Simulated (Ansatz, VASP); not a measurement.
## Two plane-wave programs on Ta2N

```
CELL_PARAMETERS angstrom
5.26413 0.00000 0.00000
-2.63207 4.55887 0.00000
0.00000 0.00000 4.91458
ATOMIC_POSITIONS crystal
Ta 0.66703 0.66703 0.75264
Ta 0.00000 0.33297 0.75264
Ta 0.33297 0.00000 0.75264
Ta 0.33297 0.33297 0.24736
Ta 0.00000 0.66703 0.24736
Ta 0.66703 0.00000 0.24736
N 0.66667 0.33333 0.50000
N 0.33333 0.66667 0.50000
N 0.00000 0.00000 0.00000
```

Alike in both runs: functional PBEsol; k mesh 12 × 12 × 8; occupations fermi-dirac, width 0.15 eV; no spin polarisation.

Ansatz relaxed the structure, and its values are those at the end. VASP's run is a single point on that final structure, the one shown.

```csv
,VASP,Ansatz
version,VASP 6.6.1,Ansatz 0.2.0
potentials or method,"VASP PAW PBE potentials, release 64 (Ta_pv, N), cutoff 520 eV","scalar-relativistic, plane waves, PAW"
valence electrons in the cell,81,93
```

|  | VASP | Ansatz | Ansatz less VASP |
| --- | --- | --- | --- |
| gap on the k mesh at the Fermi level (eV) | none | none | - |
| pressure (GPa) | 0.6 | 0.0 | -0.58 |
| rms of the force components (eV/Å) | 0.008 | 0.000 | -0.0080 |

VASP's potentials were made for PBE, not for PBEsol. A gap of «none» marks a metal or a gap that the smearing closes. VASP's potentials hold 81 valence electrons a cell and Ansatz's 93, so a difference there can come from the potentials and not from the codes.

Neither program's run includes spin-orbit coupling.
